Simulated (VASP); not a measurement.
# GaP (R-3m) in VASP: single point with LDA

Aim: the single point of GaP with LDA.

Program: VASP 6.6.1. These are calculated values, not measurements. Logs are shortened: lines on timing, memory, paths and dates and some standing lists are left out, and cuts for length are marked.

## 1. The cell of the first run

Symmetry: R-3m, No. 166, trigonal system. The conventional cell has a = 3.886 Å, b = 3.886 Å, c = 19.292 Å, α = 90.00°, β = 90.00°, γ = 120.00°. Ga (site symmetry 3m) has 3 P at 2.40 Å and 1 Ga at 2.49 Å within 3.2 Å. P (site symmetry 3m) has 1 P at 2.21 Å and 3 Ga at 2.40 Å within 2.9 Å.

## 2. Single point, LDA

Input file INCAR:

```
SYSTEM = GaP
PREC = Accurate ; ENCUT = 500
EDIFF = 1E-6 ; ISMEAR = 0
SIGMA = 0.01 ; LREAL = .FALSE.
LASPH = .TRUE. ; NELM = 120
ALGO = Normal ; ISIF = 2
LWAVE = .FALSE. ; LCHARG = .TRUE.
GGA = CA ; LELF = .TRUE.
LVHAR = .TRUE. ; NBANDS = 26
GGA_COMPAT = .FALSE.
```

Input file KPOINTS:

```
regular mesh
0
G
  4 4 4
  0 0 0
```

Input file POSCAR:

```
GaP
1.0
    1.9430200000      1.1218000000      6.4308100000
   -1.9430200000      1.1218000000      6.4308100000
    0.0000000000     -2.2436000000      6.4308100000
Ga P
2 2
Direct
    0.4353700000      0.4353700000      0.4353700000
    0.5646300000      0.5646300000      0.5646300000
    0.0573900000      0.0573900000      0.0573900000
    0.9426100000      0.9426100000      0.9426100000
```

Potentials or basis: VASP PAW LDA potentials, release 64 (Ga_d, P).

Command:

```
$ cat potpaw_LDA.64/Ga_d/POTCAR potpaw_LDA.64/P/POTCAR > POTCAR
$ mpirun -np 1 vasp_std > vasp.out
```

OUTCAR:

```text
SYSTEM = GaP
   PREC = Accurate
   ENCUT = 500
   EDIFF = 1E-6
   ISMEAR = 0
   LREAL = .FALSE.
   LASPH = .TRUE.
   NELM = 120
   ISIF = 2
   GGA = CA

 ion  position               nearest neighbor table
   1  0.435  0.435  0.435-   3 2.40   3 2.40   3 2.40   2 2.49
   2  0.565  0.565  0.565-   4 2.40   4 2.40   4 2.40   1 2.49
   3  0.057  0.057  0.057-   4 2.21   1 2.40   1 2.40   1 2.40
   4  0.943  0.943  0.943-   3 2.21   2 2.40   2 2.40   2 2.40

  LATTYP: Found a trigonal (rhomboedric) cell.
 ALAT       =     6.8109528861
 COS(alpha) =     0.8372320906

  Lattice vectors:

 A1 = (   1.9430200000,   1.1218000000,   6.4308100000)
 A2 = (  -1.9430200000,   1.1218000000,   6.4308100000)
 A3 = (   0.0000000000,  -2.2436000000,   6.4308100000)

Analysis of symmetry for initial positions (statically):
=====================================================================
 Subroutine PRICEL returns:
 Original cell was already a primitive cell.

 Routine SETGRP: Setting up the symmetry group for a
 trigonal (rhombohedral) supercell.

 Subroutine GETGRP returns: Found 12 space group operations
 (whereof 12 operations were pure point group operations)
 out of a pool of 12 trial point group operations.

The static configuration has the point symmetry D_3d.

Analysis of symmetry for dynamics (positions and initial velocities):
=====================================================================
 Subroutine PRICEL returns:
 Original cell was already a primitive cell.

 Routine SETGRP: Setting up the symmetry group for a
 trigonal (rhombohedral) supercell.

 Subroutine GETGRP returns: Found 12 space group operations
 (whereof 12 operations were pure point group operations)
 out of a pool of 12 trial point group operations.

The dynamic configuration has the point symmetry D_3d.

 Subroutine INISYM returns: Found 12 space group operations
 (whereof 12 operations are pure point group operations),
 and found     1 'primitive' translations

----------------------------------------------------------------------------------------

                                     Primitive cell

  volume of cell :      84.1026

  direct lattice vectors                    reciprocal lattice vectors
     1.943020000  1.121800000  6.430810000     0.257331371  0.148570749  0.051833802
    -1.943020000  1.121800000  6.430810000    -0.257331371  0.148570749  0.051833802
     0.000000000 -2.243600000  6.430810000     0.000000000 -0.297141499  0.051833802
[... 76 lines left out ...]
   EDIFF  = 0.1E-05   stopping-criterion for ELM
   LREAL  =      F    real-space projection
   EDIFFG = 0.1E-04   stopping-criterion for IOM
   NSW    =      0    number of steps for IOM
   IBRION =     -1    ionic relax: 0-MD 1-quasi-New 2-CG
   NFREE  =      0    steps in history (QN), initial steepest desc. (CG)
   ISIF   =      2    stress and relaxation
   ISYM   =      2    0-nonsym 1-usesym 2-fastsym
   POTIM  = 0.5000    time-step for ionic-motion
   TEBEG  =    0.0;   TEEND  =   0.0 temperature during run
   PSTRESS=    0.0 pullay stress
   NELECT =      36.0000    total number of electrons
   NUPDOWN=      -1.0000    fix difference up-down
   EMIN   =  10.00;   EMAX   =-10.00  energy-range for DOS
   EFERMI =   0.00;   METHOD = LEGACY
   ISMEAR =     0;   SIGMA  =   0.01  broadening in eV -4-tet -1-fermi 0-gaus
   EFERMI_NEDOS =   21; number of points for ismear=-14 and -15
   IALGO  =     38    algorithm
   IMIX   =      4    mixing-type and parameters
     AMIX     =   0.40;   BMIX     =  1.00
     AMIX_MAG =   1.60;   BMIX_MAG =  1.00
  volume/ion in A,a.u.               =      21.03       141.89
  Fermi-wavevector in a.u.,A,eV,Ry     =   1.233784  2.331514 20.711099  1.522223
  Thomas-Fermi vector in A             =   2.368500
   LORBIT       =      0    0 simple, 1 ext, 2 COOP (PROOUT), +10 PAW based schemes
   GGA     = CA    functional components
   LHFCALC =     F    Hartree Fock is set to
   AEXX    =    0.0000 exact exchange contribution
   IVDW    =     0    specifies the selected vdW correction
   LEPSILON=     F    determine dielectric tensor
   LRPA    =     F    only Hartree local field effects (RPA)
 non-spin polarized calculation
 Gauss-broadening in eV      SIGMA  =   0.01
  energy-cutoff  :      500.00
  volume of cell :       84.10
 maximum number of plane-waves:      2144
 NGX is ok and might be reduce to    50
   NGX = 25   NGY = 25   NGZ = 25

 number of electron      35.9999999 magnetization

 Free energy of the ion-electron system (eV)
  ---------------------------------------------------
  ext. energy  EPLUGINS =         0.00000000
  ---------------------------------------------------
  free energy    TOTEN  =       -20.16844104 eV

  energy without entropy =      -20.16844104  energy(sigma->0) =      -20.16844104

 E-fermi :   4.5440     XC(G=0):  -9.9879

 val. band max:        4.4845276198   @ k =   0.0000   0.0000   0.0000
 cond. band min:       5.1903727525   @ k =   0.5000   0.5000  -0.0000
 fundamental gap:      0.7058451327
 Fermi energy:         4.5439572001

 k-point     1 :       0.0000    0.0000    0.0000
  band No.  band energies     occupation
      1     -10.4518      2.00000
      2     -10.3247      2.00000
      3     -10.3247      2.00000
      4     -10.3096      2.00000
      5     -10.3096      2.00000
      6     -10.2601      2.00000
[... 366 lines left out ...]
     25      10.4286      0.00000
     26      10.6906      0.00000

------------------------ aborting loop because EDIFF is reached ----------------------------------------

  FORCE on cell =-STRESS in cart. coord.  units (eV):
  Direction    XX          YY          ZZ          XY          YZ          ZX
  --------------------------------------------------------------------------------------
  -------------------------------------------------------------------------------------
  Total       -2.2364030     -2.2363906     -2.6605642      0.0000000     -0.0000000      0.0000000
  in kB      -42.6040628    -42.6038258    -50.6844446      0.0000000     -0.0000000      0.0000000
  external PRESSURE =     -45.2974444 kB  Pullay stress =       0.0000000 kB

 VOLUME and BASIS-vectors are now :
 -----------------------------------------------------------------------------
  energy-cutoff  :      500.00
  volume of cell :       84.10
      direct lattice vectors                 reciprocal lattice vectors
     1.943020000  1.121800000  6.430810000     0.257331371  0.148570749  0.051833802
    -1.943020000  1.121800000  6.430810000    -0.257331371  0.148570749  0.051833802
     0.000000000 -2.243600000  6.430810000     0.000000000 -0.297141499  0.051833802

 POSITION                                       TOTAL-FORCE (eV/Angst)
 -----------------------------------------------------------------------------------
      0.00000      0.00000      8.39935         0.000000      0.000000      0.040541
      0.00000      0.00000     10.89308         0.000000      0.000000     -0.040541
      0.00000      0.00000      1.10719         0.000000      0.000000      0.080505
      0.00000      0.00000     18.18524         0.000000     -0.000000     -0.080505
 -----------------------------------------------------------------------------------
    total drift:                                0.000000     -0.000000     -0.000000

  FREE ENERGIE OF THE ION-ELECTRON SYSTEM (eV)
  ---------------------------------------------------
  free  energy   TOTEN  =       -20.1684410445 eV

  energy  without entropy=      -20.1684410445  energy(sigma->0) =      -20.16844104
```

stdout:

```text
POSCAR found type information on POSCAR GaP
 POSCAR found :  2 types and       4 ions
 scaLAPACK will be used
 LDA part: xc-table for (Slater(with rela. corr.)+CA(PZ))
 , standard interpolation
 POSCAR, INCAR and KPOINTS ok, starting setup
 FFT: planning ... GRIDC
 FFT: planning ... GRID_SOFT
 FFT: planning ... GRID
 WAVECAR not read
 entering main loop
```

It took 69 s on 1 thread of Intel Xeon Platinum 8375C at 2.90GHz (Ice Lake), shared host; peak memory 0.26 GiB.

What came out:

| Quantity | Value |
| --- | --- |
| Free energy | -20.1684 eV |
| Pressure | -4.5 GPa |
| Largest force | 0.081 eV/Å |
| Band gap on the k mesh | 0.71 eV, indirect (least direct gap 0.95 eV) |

Forces in eV/Å, atoms in the order of the input:
```
Ga   0.000  0.000  0.041
Ga   0.000  0.000 -0.041
P    0.000  0.000  0.081
P    0.000  0.000 -0.081
```

Stress tensor (GPa, compression positive):
```
-4.26  0.00  0.00
 0.00 -4.26  0.00
 0.00  0.00 -5.07
```

Levels at points of the mesh, in eV from the valence-band top:
```tsv
k point	band 15	band 16	band 17	band 18	band 19	band 20	band 21	band 22
(0.00, 0.00, 0.00)	-1.79	-0.28	0.00	0.00	0.95	1.32	2.67	3.57
(0.50, 0.00, 0.00)	-4.48	-2.83	-2.73	-1.76	1.48	2.58	3.53	4.36
(0.50, 0.50, 0.00)	-3.80	-3.10	-1.22	-0.54	0.71	1.34	1.37	3.94
(0.50, 0.50, 0.50)	-1.69	-1.69	-0.26	-0.26	0.96	2.21	3.77	3.77
```

Caveat: the k points lie up to 0.47 Å⁻¹ apart.
